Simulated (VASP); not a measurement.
A run of VASP 6.6.1 is set up as follows.

The input INCAR:

```
SYSTEM = PtSe2
PREC     = Accurate       ! precision mode
ENCUT    = 520            ! plane-wave cutoff, eV
EDIFF    = 1E-7           ! SCF threshold, eV
ISMEAR   = 0              ! smearing method
SIGMA    = 0.05           ! smearing width, eV
LREAL    = .FALSE.        ! projectors in reciprocal space
LASPH    = .TRUE.         ! aspherical terms in the spheres
NELM     = 80             ! most SCF steps
ALGO     = Normal         ! electronic algorithm
ISIF     = 2              ! what is computed and relaxed
LWAVE    = .FALSE.        ! write WAVECAR
LCHARG   = .FALSE.        ! write CHGCAR
NBANDS   = 18             ! bands
```

Contents of KPOINTS:

```
Automatic mesh
0
G
  10 10 8
  0 0 0
```

File POSCAR:

```
PtSe2
1.0
    3.7492444909      0.0000000000      0.0000000000
   -1.8746222454      3.2469409741      0.0000000000
    0.0000000000      0.0000000000      4.8367362779
Pt Se
1 2
Direct
    0.0000000000      0.0000000000      0.0000000000
    0.3333333333      0.6666666667      0.2606095738
    0.6666666667      0.3333333333      0.7393904262
```

Potentials or basis: VASP PAW LDA potentials, release 64 (Pt, Se).

Command:

```sh
$ cat potpaw_LDA.64/Pt/POTCAR potpaw_LDA.64/Se/POTCAR > POTCAR
$ mpirun -np 1 vasp_std > vasp.out
```

(1) What does it give for the band gap on the k mesh?

(2) Estimate the pressure.

Results:

(1) zero (bands 11 and 12 overlap by 0.91 eV).

(2) -0.7 GPa.

Caveat: spin-orbit coupling is left out, which moves the levels of the heavy elements.
